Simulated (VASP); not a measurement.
# Ru in VASP: single point with PBE+D3(BJ)

Aim: the single point of Ru with PBE+D3(BJ).

All numbers are computed with VASP 6.6.1; they aren't measurements. Logs are shortened: lines on timing, memory, paths and dates and some standing lists are left out, and cuts for length are marked.

## Step 1: The cell of the first run

The cell holds a slab with vacuum, 16 atoms: a = 5.395 Å, b = 5.395 Å, c = 24.908 Å, α = 90.00°, β = 90.00°, γ = 120.00°.

## Step 2: Single point, PBE+D3(BJ)

INCAR reads:

```
PREC = Accurate ; ENCUT = 520
EDIFF = 1E-6 ; ISMEAR = 0
SIGMA = 0.1 ; LREAL = Auto
LASPH = True ; NELM = 100
ALGO = Normal ; ISIF = 2
LWAVE = False ; LCHARG = False
LDIPOL = True ; IDIPOL = 3
DIPOL = 0.5 0.5 0.449 ; GGA = PE
IVDW = 12 ; NBANDS = 126
```

KPOINTS reads:

```
Automatic mesh
0
Gamma
  4 4 1
```

POSCAR reads:

```
Ru
1.0
    5.3951895486      0.0000000000      0.0000000000
   -2.6975947743      4.6723712073      0.0000000000
    0.0000000000      0.0000000000     24.9083370079
Ru
16
Direct
    0.3333333333      0.1666666667      0.3211776040
    0.3333333333      0.6666666667      0.3211776040
    0.8333333333      0.1666666667      0.3211776040
    0.8333333333      0.6666666667      0.3211776040
    0.1666666667      0.3333333333      0.4068079292
    0.1666666667      0.8333333333      0.4068079292
    0.6666666667      0.3333333333      0.4068079292
    0.6666666667      0.8333333333      0.4068079292
    0.3369171355      0.1684564818      0.4927396402
    0.3333333333      0.6666666667      0.4906155703
    0.8315435182      0.1684606536      0.4927396402
    0.8315393464      0.6630828645      0.4927396402
    0.1688560975      0.3376518762      0.5766865291
    0.1687957788      0.8311439025      0.5766865291
    0.6666666667      0.3333333333      0.5765805039
    0.6623481238      0.8312042212      0.5766865291
```

Potentials or basis: VASP PAW PBE potentials, release 64 (Ru_pv).

Run with:

```bash
> cat potpaw_PBE.64/Ru_pv/POTCAR > POTCAR
> mpirun -np 1 vasp_std > vasp.out
```

OUTCAR:

```text
PREC = Accurate
   ENCUT = 520
   EDIFF = 1E-6
   ISMEAR = 0
   LREAL = Auto
   LASPH = True
   NELM = 100
   ISIF = 2
   GGA = PE
   IVDW = 12
 IVDW          = 12

 ion  position               nearest neighbor table
   1  0.333  0.167  0.321-   5 2.64   6 2.64   7 2.64   4 2.70   2 2.70   2 2.70   4 2.70   3 2.70
                             3 2.70
   2  0.333  0.667  0.321-   6 2.64   5 2.64   8 2.64   3 2.70   1 2.70   1 2.70   3 2.70   4 2.70
                             4 2.70
   3  0.833  0.167  0.321-   7 2.64   8 2.64   5 2.64   4 2.70   2 2.70   4 2.70   2 2.70   1 2.70
                             1 2.70
   4  0.833  0.667  0.321-   8 2.64   7 2.64   6 2.64   3 2.70   1 2.70   3 2.70   1 2.70   2 2.70
                             2 2.70
   5  0.167  0.333  0.407-  10 2.60   1 2.64   2 2.64   3 2.64  11 2.65   9 2.65   8 2.70   6 2.70
                             6 2.70   8 2.70   7 2.70   7 2.70
   6  0.167  0.833  0.407-  10 2.60   2 2.64   1 2.64   4 2.64   9 2.65  12 2.65   7 2.70   5 2.70
                             5 2.70   7 2.70   8 2.70   8 2.70
   7  0.667  0.333  0.407-  12 2.64  11 2.64   9 2.64   3 2.64   4 2.64   1 2.64   8 2.70   6 2.70
                             8 2.70   6 2.70   5 2.70   5 2.70
   8  0.667  0.833  0.407-  10 2.60   4 2.64   3 2.64   2 2.64  12 2.65  11 2.65   7 2.70   5 2.70
                             7 2.70   5 2.70   6 2.70   6 2.70
   9  0.337  0.168  0.493-  15 2.60  13 2.62  14 2.62   7 2.64   6 2.65   5 2.65  12 2.67  11 2.67
                            10 2.70  10 2.70  12 2.73  11 2.73
  10  0.333  0.667  0.491-   6 2.60   5 2.60   8 2.60  14 2.64  13 2.64  16 2.64   9 2.70  11 2.70
                            12 2.70  12 2.70  11 2.70   9 2.70
  11  0.832  0.168  0.493-  15 2.60  16 2.62  13 2.62   7 2.64   5 2.65   8 2.65  12 2.67   9 2.67
                            10 2.70  10 2.70  12 2.73   9 2.73
  12  0.832  0.663  0.493-  15 2.60  14 2.62  16 2.62   7 2.64   8 2.65   6 2.65  11 2.67   9 2.67
                            10 2.70  10 2.70  11 2.73   9 2.73
  13  0.169  0.338  0.577-   9 2.62  11 2.62  10 2.64  16 2.66  14 2.66  15 2.70  15 2.70  14 2.73
                            16 2.73
  14  0.169  0.831  0.577-  12 2.62   9 2.62  10 2.64  13 2.66  16 2.66  15 2.70  15 2.70  13 2.73
                            16 2.73
  15  0.667  0.333  0.577-  12 2.60  11 2.60   9 2.60  16 2.70  14 2.70  13 2.70  14 2.70  16 2.70
                            13 2.70
  16  0.662  0.831  0.577-  11 2.62  12 2.62  10 2.64  13 2.66  14 2.66  15 2.70  15 2.70  13 2.73
                            14 2.73

  LATTYP: Found a hexagonal cell.
 ALAT       =     5.3951895486
 C/A-ratio  =     4.6167677305

  Lattice vectors:

 A1 = (   5.3951895486,   0.0000000000,   0.0000000000)
 A2 = (  -2.6975947743,   4.6723712073,   0.0000000000)
 A3 = (   0.0000000000,   0.0000000000,  24.9083370079)

Analysis of symmetry for initial positions (statically):
=====================================================================
 Subroutine PRICEL returns:
 Original cell was already a primitive cell.

 Routine SETGRP: Setting up the symmetry group for a
 hexagonal supercell.

 Subroutine GETGRP returns: Found  3 space group operations
 (whereof  3 operations were pure point group operations)
 out of a pool of 24 trial point group operations.

The static configuration has the point symmetry C_3 .

Analysis of symmetry for dynamics (positions and initial velocities):
=====================================================================
 Subroutine PRICEL returns:
 Original cell was already a primitive cell.

 Routine SETGRP: Setting up the symmetry group for a
 hexagonal supercell.

 Subroutine GETGRP returns: Found  3 space group operations
 (whereof  3 operations were pure point group operations)
 out of a pool of 24 trial point group operations.

The dynamic configuration has the point symmetry C_3 .

 Subroutine INISYM returns: Found  3 space group operations
 (whereof  3 operations are pure point group operations),
 and found     1 'primitive' translations

----------------------------------------------------------------------------------------

                                     Primitive cell

  volume of cell :     627.8975

  direct lattice vectors                    reciprocal lattice vectors
     5.395189549  0.000000000  0.000000000     0.185350300  0.107012045  0.000000000
    -2.697594774  4.672371207  0.000000000     0.000000000  0.214024091  0.000000000
     0.000000000  0.000000000 24.908337008     0.000000000  0.000000000  0.040147201

[... 41 lines left out ...]

 KPOINTS: Automatic mesh

Automatic generation of k-mesh.
 Grid dimensions read from file:
 generate k-points for:    4    4    1

 Generating k-lattice:

  Cartesian coordinates                     Fractional coordinates (reciprocal lattice)
     0.046337575  0.026753011  0.000000000     0.250000000 -0.000000000  0.000000000
     0.000000000  0.053506023  0.000000000     0.000000000  0.250000000  0.000000000
     0.000000000  0.000000000  0.040147201     0.000000000  0.000000000  1.000000000

  Length of vectors
     0.053506023  0.053506023  0.040147201

  Shift w.r.t. Gamma in fractional coordinates (k-lattice)
     0.000000000  0.000000000  0.000000000

 Subroutine IBZKPT returns following result:
 ===========================================

 Found      4 irreducible k-points:

 Following reciprocal coordinates:
            Coordinates               Weight
  0.000000  0.000000  0.000000      1.000000
  0.250000  0.000000  0.000000      6.000000
  0.500000  0.000000  0.000000      3.000000
  0.250000  0.250000  0.000000      6.000000
   k-points           NKPTS =      4   k-points in BZ     NKDIM =      4   number of bands    NBANDS=    126
   number of dos      NEDOS =    301   number of ions     NIONS =     16
   total plane-waves  NPLWV = 307200
   dimension x,y,z NGX =    40 NGY =   40 NGZ =  192
   dimension x,y,z NGXF=    80 NGYF=   80 NGZF=  384
   ions per type =              16
   NGX,Y,Z   is equivalent  to a cutoff of  12.33, 12.33, 12.81 a.u.
   NGXF,Y,Z  is equivalent  to a cutoff of  24.65, 24.65, 25.63 a.u.
 SYSTEM =  unknown system
   PREC   = accura    normal or accurate (medium, high low for compatibility)
   ISTART =      0    job   : 0-new  1-cont  2-samecut
   ICHARG =      2    charge: 1-file 2-atom 10-const
   ISPIN  =      1    spin polarized calculation?
   LNONCOLLINEAR =      F non collinear calculations
   LSORBIT =      F    spin-orbit coupling
   LASPH  =      T    aspherical Exc in radial PAW
   ENCUT  =  520.0 eV  38.22 Ry    6.18 a.u.  10.03 10.03 46.31*2*pi/ulx,y,z
   NELM   =    100;   NELMIN=  2; NELMDL= -5     # of ELM steps
   EDIFF  = 0.1E-05   stopping-criterion for ELM
   LREAL  =      T    real-space projection
   EDIFFG = 0.1E-04   stopping-criterion for IOM
   NSW    =      0    number of steps for IOM
[... 5 lines left out ...]
   TEBEG  =    0.0;   TEEND  =   0.0 temperature during run
   PSTRESS=    0.0 pullay stress
   NELECT =     224.0000    total number of electrons
   NUPDOWN=      -1.0000    fix difference up-down
   EMIN   =  10.00;   EMAX   =-10.00  energy-range for DOS
   EFERMI =   0.00;   METHOD = LEGACY
   ISMEAR =     0;   SIGMA  =   0.10  broadening in eV -4-tet -1-fermi 0-gaus
   EFERMI_NEDOS =   21; number of points for ismear=-14 and -15
   IALGO  =     38    algorithm
   IMIX   =      4    mixing-type and parameters
     AMIX     =   0.40;   BMIX     =  1.00
     AMIX_MAG =   1.60;   BMIX_MAG =  1.00
  volume/ion in A,a.u.               =      39.24       264.83
  Fermi-wavevector in a.u.,A,eV,Ry     =   1.161078  2.194119 18.342030  1.348101
  Thomas-Fermi vector in A             =   2.297653
   LORBIT       =      0    0 simple, 1 ext, 2 COOP (PROOUT), +10 PAW based schemes
   GGA     = PE    functional components
   LHFCALC =     F    Hartree Fock is set to
   AEXX    =    0.0000 exact exchange contribution
   IVDW    =    12    specifies the selected vdW correction
   LEPSILON=     F    determine dielectric tensor
   LRPA    =     F    only Hartree local field effects (RPA)
 non-spin polarized calculation
 Gauss-broadening in eV      SIGMA  =   0.10
  energy-cutoff  :      520.00
  volume of cell :      627.90
 maximum number of plane-waves:     16964
   NGX = 21   NGY = 21   NGZ = 93

 dipolmoment           0.000000      0.000000      0.001547 electrons x Angstroem

 number of electron     224.0000038 magnetization

 dipolmoment           0.000000      0.000000     -0.002189 electrons x Angstroem

 Free energy of the ion-electron system (eV)
  ---------------------------------------------------
  ext. energy  EPLUGINS =         0.00000000
  ---------------------------------------------------
  free energy    TOTEN  =      -139.31814985 eV

  energy without entropy =     -139.16116959  energy(sigma->0) =     -139.23965972

 E-fermi :   1.2253     XC(G=0):  -5.6824

 val. band max:        1.2079761508   @ k =   0.5000   0.0000   0.0000
 cond. band min:       1.2459871108   @ k =   0.2500   0.0000   0.0000
 fundamental gap:      0.0380109600
 Fermi energy:         1.2252782419

 k-point     1 :       0.0000    0.0000    0.0000
  band No.  band energies     occupation
      1     -42.4610      2.00000
      2     -42.4576      2.00000
      3     -42.4576      2.00000
      4     -42.4308      2.00000
      5     -42.3960      2.00000
      6     -42.3852      2.00000
[... 497 lines left out ...]
    123       2.0357      0.00000
    124       2.2619      0.00000
 [bands above 124 left out]

------------------------ aborting loop because EDIFF is reached ----------------------------------------

 vacuum level on the upper side and lower side of the slab       (xc-potential included)        -0.107        -0.093

 Edisp (eV)   -7.36999

 E8    (eV) :    -3.4898

  FORCE on cell =-STRESS in cart. coord.  units (eV):
  Direction    XX          YY          ZZ          XY          YZ          ZX
  --------------------------------------------------------------------------------------
  -------------------------------------------------------------------------------------
  Total     -12.73412   -12.73412    -6.65252    -0.00000     0.00000     0.00000
  in kB     -32.49307   -32.49307   -16.97492    -0.00000     0.00000     0.00000
  external pressure =      -27.32 kB  Pullay stress =        0.00 kB

 VOLUME and BASIS-vectors are now :
 -----------------------------------------------------------------------------
  energy-cutoff  :      520.00
  volume of cell :      627.90
      direct lattice vectors                 reciprocal lattice vectors
     5.395189549  0.000000000  0.000000000     0.185350300  0.107012045  0.000000000
    -2.697594774  4.672371207  0.000000000     0.000000000  0.214024091  0.000000000
     0.000000000  0.000000000 24.908337008     0.000000000  0.000000000  0.040147201

 POSITION                                       TOTAL-FORCE (eV/Angst)
 -----------------------------------------------------------------------------------
      1.34880      0.77873      8.00000        -0.029304     -0.016887      0.595607
     -0.00000      3.11491      8.00000        -0.000000      0.000000      0.535345
      4.04639      0.77873      8.00000         0.029277     -0.016935      0.595607
      2.69759      3.11491      8.00000         0.000027      0.033822      0.595607
      0.00000      1.55746     10.13291         0.000036     -0.136476     -0.706440
     -1.34880      3.89364     10.13291        -0.118210      0.068207     -0.706440
[... 8 lines left out ...]
      2.69759      1.55746     14.36166        -0.000000      0.000000     -0.083827
      1.33124      3.88369     14.36430         0.073074      0.041318     -0.391744
 -----------------------------------------------------------------------------------
    total drift:                               -0.000001      0.000001      0.011262

  FREE ENERGIE OF THE ION-ELECTRON SYSTEM (eV)
  ---------------------------------------------------
  free  energy   TOTEN  =      -146.6881410240 eV

  energy  without entropy=     -146.5311607621  energy(sigma->0) =     -146.60965089

 vacuum level on the upper side and lower side of the slab         6.156         6.171
```

Run time: 12 min. Hardware: 1 thread of Intel Xeon Platinum 8488C (Sapphire Rapids), shared host; peak memory 0.7 GiB.

What came out:

| Property | Result |
| --- | --- |
| Free energy | -146.6881 eV |
| Largest force | 1.053 eV/Å |
| Band gap on the k mesh | zero (bands 112 and 113 overlap by 1.22 eV) |
| Dispersion energy per atom | -0.461 eV |

Forces in eV/Å, atoms in the order of the input:
```
Ru  -0.029 -0.017  0.596
Ru   0.000  0.000  0.535
Ru   0.029 -0.017  0.596
Ru   0.000  0.034  0.596
Ru   0.000 -0.136 -0.706
Ru  -0.118  0.068 -0.706
Ru   0.000  0.000 -0.780
Ru   0.118  0.068 -0.706
Ru  -0.315 -0.182  0.261
Ru   0.000  0.000  1.053
Ru   0.316 -0.182  0.261
Ru   0.000  0.364  0.261
Ru  -0.001 -0.084 -0.392
Ru  -0.072  0.043 -0.392
Ru   0.000  0.000 -0.084
Ru   0.073  0.041 -0.392
```

Levels at points of the mesh, in eV from the Fermi level:
```tsv
k point	band 109	band 110	band 111	band 112	band 113	band 114
(0.00, 0.00, 0.00)	0.19	0.19	0.97	0.97	1.06	1.06
(0.50, 0.00, 0.00)	-0.65	-0.62	-0.56	-0.53	-0.11	-0.04
```

The gap in the log of VASP goes by the Fermi energy; the results here count the filled bands.